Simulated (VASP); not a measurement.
Write the native input for VASP 6.6.1 that does the following.

- Task: single point
- Functional: LDA
- Potentials or basis: VASP PAW LDA potentials, release 64 (Ta_pv, N)
- Cutoff: 520 eV
- k mesh: 18 × 18 × 16
- Occupations: gaussian, width 0.15 eV
- Spin: no spin polarisation
- Dipole correction: no
- Further INCAR settings: ALGO = Normal; EDIFF = 1e-06; NBANDS = 15

The structure of TaN lies in POSCAR:

```
TaN
1.0
    2.9379988584      0.0000000000      0.0000000000
   -1.4689994292      2.5443816477      0.0000000000
    0.0000000000      0.0000000000      2.8830000000
Ta N
1 1
Direct
    0.3333333333      0.6666666667      0.5000000000
    0.0000000000      0.0000000000      0.0260145682
```

This cell differs from its parent crystal: all N atoms moved +0.075 Å, as atom 2 along Cartesian [0 0 1].

The input as run:

INCAR

```
PREC = Accurate ; ENCUT = 520
EDIFF = 1E-6 ; ISMEAR = 0
SIGMA = 0.15 ; LREAL = False
LASPH = True ; NELM = 60
ALGO = Normal ; ISIF = 2
LWAVE = False ; LCHARG = False
NBANDS = 15
```

KPOINTS

```
regular mesh
0
Gamma
  18 18 16
```

Potentials or basis: VASP PAW LDA potentials, release 64 (Ta_pv, N).

Run with:

```sh
$ cat potpaw_LDA.64/Ta_pv/POTCAR potpaw_LDA.64/N/POTCAR > POTCAR
$ mpirun -np 1 vasp_std > vasp.out
```

It gave:

```yaml
Pressure: -8.6 GPa
Largest_force: 1.022 eV/Å
Band_gap_on_the_k_mesh: zero (band 8 reaches 8.43 eV, above the bottom of band 9 at 8.02 eV)
```

Caveat: the cell differs from its parent crystal (all N atoms moved +0.075 Å, as atom 2 along Cartesian [0 0 1]); spin-orbit coupling is left out, which moves the levels of the heavy elements; forces of over 1 eV/Å act on the atoms, so gaps and moduli don't describe the material at rest.

It took 76 s on 1 thread of Intel(R) Xeon(R) Platinum 8259CL CPU @ 2.50GHz (Skylake/Cascade Lake) (shared host), peak memory 0.27 GiB.
